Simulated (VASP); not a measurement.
# Y2Lu (Fd-3m) in VASP: further runs, part 2 of 2

VASP 6.6.1. The steps go on from the part before.

**3. Relaxation of cell and atoms, PBE**

This run uses another cell than the first one, of 23.19 Å³/atom, 0.703 times its volume.

INCAR

```
SYSTEM = Y2Lu
  PREC = Accurate
  ENCUT = 600
  EDIFF = 1E-6
  ISMEAR = 0
  SIGMA = 0.1
  LREAL = .FALSE.
  LASPH = .TRUE.
  NELM = 100
  ALGO = Normal
  ISIF = 3
  LWAVE = .FALSE.
  LCHARG = .FALSE.
  GGA = PE
  IBRION = 2
  NSW = 90
  EDIFFG = -0.04
```

KPOINTS

```
Automatic mesh
0
G
  4 4 4
  0 0 0
```

POSCAR

```
Y2Lu
1.0
    0.0000000000      4.1128268000      4.1128268000
    4.1128268000      0.0000000000      4.1128268000
    4.1128268000      4.1128268000      0.0000000000
Y Lu
4 2
Direct
    0.1250000000      0.1250000000      0.1250000000
    0.6250000000      0.1250000000      0.1250000000
    0.1250000000      0.1250000000      0.6250000000
    0.1250000000      0.6250000000      0.1250000000
    0.5000000000      0.5000000000      0.5000000000
    0.7500000000      0.7500000000      0.7500000000
```

Potentials or basis: VASP PAW PBE potentials, release 64 (Y_sv, Lu).

The run is started by

```
> cat potpaw_PBE.64/Y_sv/POTCAR potpaw_PBE.64/Lu/POTCAR > POTCAR
> mpirun -np 1 vasp_std > vasp.out
```

OUTCAR:

```text
SYSTEM = Y2Lu
   PREC = Accurate
   ENCUT = 600
   EDIFF = 1E-6
   ISMEAR = 0
   LREAL = .FALSE.
   LASPH = .TRUE.
   NELM = 100
   ISIF = 3
   GGA = PE
   IBRION = 2
   NSW = 90
   EDIFFG = -0.04

 ion  position               nearest neighbor table
   1  0.125  0.125  0.125-   2 2.91   3 2.91   4 2.91   3 2.91   4 2.91   2 2.91   6 3.41   5 3.41
                             6 3.41   5 3.41   6 3.41   5 3.41
   2  0.625  0.125  0.125-   1 2.91   3 2.91   4 2.91   1 2.91   3 2.91   4 2.91   6 3.41   5 3.41
                             5 3.41   6 3.41   5 3.41   6 3.41
   3  0.125  0.125  0.625-   1 2.91   1 2.91   2 2.91   4 2.91   4 2.91   2 2.91   6 3.41   5 3.41
                             6 3.41   5 3.41   6 3.41   5 3.41
   4  0.125  0.625  0.125-   1 2.91   3 2.91   1 2.91   2 2.91   3 2.91   2 2.91   6 3.41   5 3.41
                             6 3.41   5 3.41   6 3.41   5 3.41
   5  0.500  0.500  0.500-   2 3.41   3 3.41   4 3.41   1 3.41   2 3.41   3 3.41   1 3.41   2 3.41
                             4 3.41   1 3.41   3 3.41   4 3.41   6 3.56   6 3.56   6 3.56   6 3.56
[... 192 lines left out ...]
      1     -51.6314      2.00000
      2     -51.6182      2.00000
      3     -37.7781      2.00000
      4     -37.2977      2.00000
      5     -37.2977      2.00000
      6     -37.2977      2.00000
[... 580 lines left out ...]
--------------------------------------- Ionic step        4  -------------------------------------------

 number of electron      93.9999996 magnetization

 Free energy of the ion-electron system (eV)
  ---------------------------------------------------
  ext. energy  EPLUGINS =         0.00000000
  ---------------------------------------------------
  free energy    TOTEN  =       -33.14115148 eV

  energy without entropy =      -33.10859039  energy(sigma->0) =      -33.12487093

 E-fermi :   2.7356     XC(G=0):  -9.6194

 val. band max:        2.7087222321   @ k =  -0.2500   0.5000   0.2500
 cond. band min:       2.8563721481   @ k =   0.2500   0.0000   0.0000
 fundamental gap:      0.1476499160
 Fermi energy:         2.7356255408

 k-point     1 :       0.0000    0.0000    0.0000
  band No.  band energies     occupation
      1     -54.4081      2.00000
      2     -54.4061      2.00000
      3     -39.9861      2.00000
      4     -39.8553      2.00000
      5     -39.8553      2.00000
      6     -39.8553      2.00000
[... 494 lines left out ...]
  FREE ENERGIE OF THE ION-ELECTRON SYSTEM (eV)
  ---------------------------------------------------
  free  energy   TOTEN  =       -33.1411514807 eV

  energy  without entropy=      -33.1085903872  energy(sigma->0) =      -33.12487093

 reached required accuracy - stopping structural energy minimisation
```

CONTCAR:

```text
Y2Lu
   1.00000000000000
    -0.0000000000000000    4.6251406909037538    4.6251406909037538
     4.6251406909037538   -0.0000000000000000    4.6251406909037538
     4.6251406909037538    4.6251406909037538   -0.0000000000000000
  Y               Lu
     4     2
Direct
     0.1250000000000000    0.1250000000000000    0.1250000000000000
     0.6250000000000000    0.1250000000000000    0.1250000000000000
     0.1250000000000000    0.1250000000000000    0.6250000000000000
     0.1250000000000000    0.6250000000000000    0.1250000000000000
     0.5000000000000000    0.5000000000000000    0.5000000000000000
     0.7500000000000000    0.7500000000000000    0.7500000000000000

  0.00000000E+00  0.00000000E+00  0.00000000E+00
  0.00000000E+00  0.00000000E+00  0.00000000E+00
  0.00000000E+00  0.00000000E+00  0.00000000E+00
  0.00000000E+00  0.00000000E+00  0.00000000E+00
  0.00000000E+00  0.00000000E+00  0.00000000E+00
  0.00000000E+00  0.00000000E+00  0.00000000E+00
```

Run time: 9.7 min. Hardware: 1 thread of Intel Xeon Platinum 8488C (Sapphire Rapids), shared host; peak memory 0.4 GiB.

What came out:

| Item | Value |
| --- | --- |
| Free energy | -33.1412 eV |
| Relaxed volume | 32.98 Å³/atom |
| Relaxed cell | a = 6.541 Å, b = 6.541 Å, c = 6.541 Å, α = 60.00°, β = 60.00°, γ = 60.00° |
| Space group after relaxing (to 0.05 Å) | Fd-3m (No. 227) |
| Energy gained by relaxing | 548.2 meV/atom |
| Ionic steps | 4 |
| Pressure after relaxing | -0.1 GPa |
| Band gap on the k mesh | zero (band 47 reaches 3.02 eV, above the bottom of band 48 at 2.37 eV) |

The path:
```csv
step,energy change (eV),largest force (eV/Å),pressure (GPa),volume (Å³)
1,0.0000,0.0000,22.76,139.14
2,-3.0928,0.0000,-3.00,216.57
3,-3.2889,0.0000,0.22,196.59
4,-3.2893,0.0000,-0.07,197.88
```

Final structure:
```xyz
6
Lattice="0.0000 4.6251 4.6251 4.6251 0.0000 4.6251 4.6251 4.6251 0.0000" Properties=species:S:1:pos:R:3 pbc="T T T"
Y     1.1563    1.1563    1.1563
Y     1.1563    3.4689    3.4689
Y     3.4689    3.4689    1.1563
Y     3.4689    1.1563    3.4689
Lu    4.6251    4.6251    4.6251
Lu    6.9377    6.9377    6.9377
```

Caveat: the volume moved by over 15 % at a fixed basis, so the end points are rough; spin-orbit coupling is left out, which moves the levels of the heavy elements.
